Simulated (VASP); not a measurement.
# ReSb2 (P-3m1) in VASP: further runs, part 2 of 2

VASP 6.6.1. Earlier steps stand in the parts before.

## (4) Relaxation of shape and atoms at fixed volume, PBE (29.51 Å³/atom)

This run uses another cell than the first one, of 29.51 Å³/atom.

INCAR reads:

```
PREC     = Accurate       # precision mode
ENCUT    = 600            # plane-wave cutoff, eV
EDIFF    = 1E-6           # SCF threshold, eV
ISMEAR   = 0              # smearing method
SIGMA    = 0.05           # smearing width, eV
LREAL    = F              # projectors in reciprocal space
LASPH    = T              # aspherical terms in the spheres
NELM     = 60             # most SCF steps
ALGO     = Normal         # electronic algorithm
ISIF     = 4              # what is computed and relaxed
LWAVE    = F              # write WAVECAR
LCHARG   = F              # write CHGCAR
GGA      = PE             # functional
IBRION   = 2              # ionic algorithm
NSW      = 60             # ionic steps
EDIFFG   = -0.01          # ionic threshold
```

KPOINTS reads:

```
regular mesh
0
Gamma
  12 12 4
```

POSCAR reads:

```
ReSb2
1.0
    3.3153944219      0.0000000000      0.0000000000
   -1.6576972110      2.8712157930      0.0000000000
    0.0000000000      0.0000000000      9.2986508889
Re Sb
1 2
Direct
    0.0000000000      0.0000000000      0.0000000000
    0.3333333333      0.6666666667      0.2173748649
    0.6666666667      0.3333333333      0.7826251351
```

On the command line:

```bash
> cat potpaw_PBE.64/Re/POTCAR potpaw_PBE.64/Sb/POTCAR > POTCAR
> mpirun -np 1 vasp_std > vasp.out
```

Wall time 11 min (1 thread of Intel Xeon Platinum 8259CL at 2.50GHz (Skylake/Cascade Lake), shared host); peak memory 0.32 GiB.

The run converged. Its results:

```
Free energy               : -19.6077 eV
Energy gained by relaxing : 7.0 meV/atom
Ionic steps               : 12
Pressure after relaxing   : -0.1 GPa
Band gap on the k mesh    : zero (an odd number of electrons rules out a gap without spin polarisation)
```

The path:
```tsv
step	energy change (eV)	largest force (eV/Å)	pressure (GPa)	volume (Å³)
1	0.0000	0.3857	-2.62	88.52
2	-0.0100	0.1730	-1.66	88.52
3	-0.0113	0.0857	-0.31	88.52
4	-0.0124	0.0494	-0.92	88.52
5	-0.0125	0.0333	-0.83	88.52
6	-0.0149	0.0167	-0.71	88.52
7	-0.0204	0.0022	-0.30	88.52
8	-0.0042	0.1528	0.69	88.52
9	-0.0208	0.0132	-0.15	88.52
10	-0.0208	0.0161	-0.13	88.52
11	-0.0208	0.0168	-0.03	88.52
12	-0.0209	0.0019	-0.07	88.52
```

Final structure:
```
Re Sb
1.0
     3.28279    0.00000    0.00000
    -1.64140    2.84298    0.00000
     0.00000    0.00000    9.48426
Re Sb
1 2
Direct
  0.00000 0.00000 0.00000
  0.33333 0.66667 0.21114
  0.66667 0.33333 0.78886
```

Levels at points of the mesh, in eV from the Fermi level:
```
           k point  band 6  band 7  band 8  band 9  band 10  band 11  band 12
(0.00, 0.00, 0.00)   -1.80   -1.80   -0.50   -0.50     3.40     5.06     5.06
(0.50, 0.00, 0.00)   -1.90   -1.85   -1.21    1.01     1.25     1.75     3.01
(0.00, 0.00, 0.50)   -1.80   -1.80   -0.50   -0.50     4.40     5.06     5.06
(0.50, 0.00, 0.50)   -1.90   -1.90   -1.12    1.08     1.25     1.76     3.11
```

Caveat: spin-orbit coupling is left out, which moves the levels of the heavy elements; an odd number of electrons without spin polarisation forces a metal; a magnetic or distorted state may lie lower.

## (5) Relaxation of shape and atoms at fixed volume, PBE (30.33 Å³/atom)

This run uses another cell than the first one.

INCAR reads:

```
ALGO = Normal
EDIFF = 1E-6
EDIFFG = -0.01
ENCUT = 600
GGA = PE
IBRION = 2
ISIF = 4
ISMEAR = 0
LASPH = T
LCHARG = F
LREAL = F
LWAVE = F
NELM = 100
NSW = 60
PREC = Accurate
SIGMA = 0.05
```

KPOINTS reads:

```
k-points
0
Gamma
  12 12 4
```

POSCAR reads:

```
ReSb2
1.0
    3.3146444181      0.0000000000      0.0000000000
   -1.6573222091      2.8705662706      0.0000000000
    0.0000000000      0.0000000000      9.5636872052
Re Sb
1 2
Direct
    0.0000000000      0.0000000000      0.0000000000
    0.3333333333      0.6666666667      0.2112708329
    0.6666666667      0.3333333333      0.7887291671
```

Potentials or basis: VASP PAW PBE potentials, release 64 (Re, Sb).

On the command line:

```bash
> cat potpaw_PBE.64/Re/POTCAR potpaw_PBE.64/Sb/POTCAR > POTCAR
> mpirun -np 1 vasp_std > vasp.out
```

OUTCAR:

```text
EDIFF = 1E-6
   EDIFFG = -0.01
   ENCUT = 600
   GGA = PE
   IBRION = 2
   ISIF = 4
   ISMEAR = 0
   LASPH = T
   LREAL = F
   NELM = 100
   NSW = 60
   PREC = Accurate

 ion  position               nearest neighbor table
   1  0.000  0.000  0.000-   2 2.78   3 2.78   3 2.78   2 2.78   3 2.78   2 2.78
   2  0.333  0.667  0.211-   1 2.78   1 2.78   1 2.78
   3  0.667  0.333  0.789-   1 2.78   1 2.78   1 2.78

  LATTYP: Found a hexagonal cell.
 ALAT       =     3.3146444181
 C/A-ratio  =     2.8852830044

  Lattice vectors:

 A1 = (   3.3146444181,   0.0000000000,   0.0000000000)
 A2 = (  -1.6573222091,   2.8705662706,   0.0000000000)
 A3 = (   0.0000000000,   0.0000000000,   9.5636872052)

Analysis of symmetry for initial positions (statically):
=====================================================================
 Subroutine PRICEL returns:
[... 387 lines left out ...]
      7       3.2506      2.00000
      8       4.5527      2.00000
      9       4.5527      2.00000
     10       8.3937      0.00000
     11      10.1105      0.00000
     12      10.1105      0.00000
[... 331 lines left out ...]
 k-point    24 :       0.0000    0.1667    0.2500
  band No.  band energies     occupation
      1      -6.8388      2.00000
      2      -5.9150      2.00000
      3      -0.2901      2.00000
      4       1.9964      2.00000
      5       3.0905      2.00000
      6       3.3334      2.00000
      7       3.6120      2.00000
      8       4.3304      2.00000
      9       4.5925      2.00000
     10       7.4844      0.00000
     11       8.7056      0.00000
     12       9.3616      0.00000

 [... further k-points ...]

------------------------ aborting loop because EDIFF is reached ----------------------------------------

  FORCE on cell =-STRESS in cart. coord.  units (eV):
  Direction    XX          YY          ZZ          XY          YZ          ZX
  --------------------------------------------------------------------------------------
  -------------------------------------------------------------------------------------
  Total       -0.0360492     -0.0360492     -0.0032313      0.0000000      0.0000000      0.0000000
  in kB       -0.6347108     -0.6347108     -0.0568927      0.0000000      0.0000000      0.0000000
  external PRESSURE =      -0.4421048 kB  Pullay stress =       0.0000000 kB
[... 18 lines left out ...]
  FREE ENERGIE OF THE ION-ELECTRON SYSTEM (eV)
  ---------------------------------------------------
  free  energy   TOTEN  =       -19.6068929734 eV

  energy  without entropy=      -19.6059220811  energy(sigma->0) =      -19.60640753

 reached required accuracy - stopping structural energy minimisation
```

Run time: 9.6 min. Hardware: 1 thread of Intel Xeon Platinum 8259CL at 2.50GHz (Skylake/Cascade Lake), shared host; peak memory 0.32 GiB.

What came out:

| Property | Result |
| --- | --- |
| Free energy | -19.6069 eV |
| Energy gained by relaxing | 6.6 meV/atom |
| Ionic steps | 12 |
| Pressure after relaxing | 0.0 GPa |
| Largest force after relaxing | 0.005 eV/Å |
| Band gap on the k mesh | zero (an odd number of electrons rules out a gap without spin polarisation) |

Forces on the atoms (eV/Å):
```
Re   0.000  0.000  0.000
Sb   0.000  0.000  0.005
Sb   0.000  0.000 -0.005
```

Step by step:
```csv
step,energy change (eV),largest force (eV/Å),pressure (GPa),volume (Å³)
1,0.0000,0.3739,-2.48,91.00
2,-0.0093,0.1650,-1.58,91.00
3,-0.0111,0.0447,-0.45,91.00
4,-0.0115,0.0384,-0.84,91.00
5,-0.0140,0.0199,-0.72,91.00
6,-0.0194,0.0144,-0.30,91.00
7,-0.0193,0.0518,-0.10,91.00
8,-0.0196,0.0296,-0.22,91.00
9,-0.0196,0.0272,-0.23,91.00
10,-0.0197,0.0145,-0.08,91.00
11,-0.0197,0.0006,-0.13,91.00
12,-0.0197,0.0052,-0.04,91.00
```

Final structure:
```
Re Sb
1.0
     3.28280    0.00000    0.00000
    -1.64140    2.84299    0.00000
     0.00000    0.00000    9.75012
Re Sb
1 2
Direct
  0.00000 0.00000 0.00000
  0.33333 0.66667 0.20534
  0.66667 0.33333 0.79466
```

Levels at points of the mesh, in eV from the Fermi level:
| k point | band 5 | band 6 | band 7 | band 8 | band 9 | band 10 | band 11 | band 12 |
| --- | --- | --- | --- | --- | --- | --- | --- | --- |
| (0.00, 0.00, 0.00) | -1.96 | -1.80 | -1.80 | -0.50 | -0.50 | 3.34 | 5.06 | 5.06 |
| (0.50, 0.00, 0.00) | -3.57 | -1.90 | -1.86 | -1.19 | 1.02 | 1.25 | 1.75 | 3.03 |
| (0.00, 0.00, 0.50) | -1.82 | -1.80 | -1.80 | -0.50 | -0.50 | 4.24 | 5.06 | 5.06 |
| (0.50, 0.00, 0.50) | -3.57 | -1.90 | -1.89 | -1.13 | 1.07 | 1.25 | 1.76 | 3.10 |

Caveat: the relaxation moved the vacuum too, so the length across it says nothing of the material; spin-orbit coupling is left out, which moves the levels of the heavy elements; an odd number of electrons without spin polarisation forces a metal; a magnetic or distorted state may lie lower.

## (6) Summary

```tsv
cell	gap on the mesh (eV)	pressure (GPa)	relaxed volume (Å³/atom)	largest force (eV/Å)
relaxed from a = 3.305, b = 3.305, c = 8.920 Å, angles 90.0, 90.0, 120.0°, 3 atoms, atomic positions A	none	-0.1	28.13	0.01
relaxed from a = 3.305, b = 3.305, c = 9.093 Å, angles 90.0, 90.0, 120.0°, 3 atoms, atomic positions B	none	0.0	28.68	-
relaxed from a = 3.315, b = 3.315, c = 9.299 Å, angles 90.0, 90.0, 120.0°, 3 atoms, atomic positions C	none	-0.1	29.51	-
relaxed from a = 3.315, b = 3.315, c = 9.564 Å, angles 90.0, 90.0, 120.0°, 3 atoms, atomic positions D	none	0.0	30.33	0.01
```

Alike in all rows: task relaxation of shape and atoms at fixed volume; level PBE; potentials or basis VASP PAW PBE potentials, release 64 (Re, Sb); no spin polarisation; k mesh 12 × 12 × 4; cutoff (eV) 600; smearing gaussian 0.05 eV.

Caveats: spin-orbit coupling is left out, which moves the levels of the heavy elements; an odd number of electrons without spin polarisation forces a metal; a magnetic or distorted state may lie lower; the relaxation moved the vacuum too, so the length across it says nothing of the material (at least some runs).

Total energies depend on the potentials used, so only differences within one code and one set of settings carry meaning.
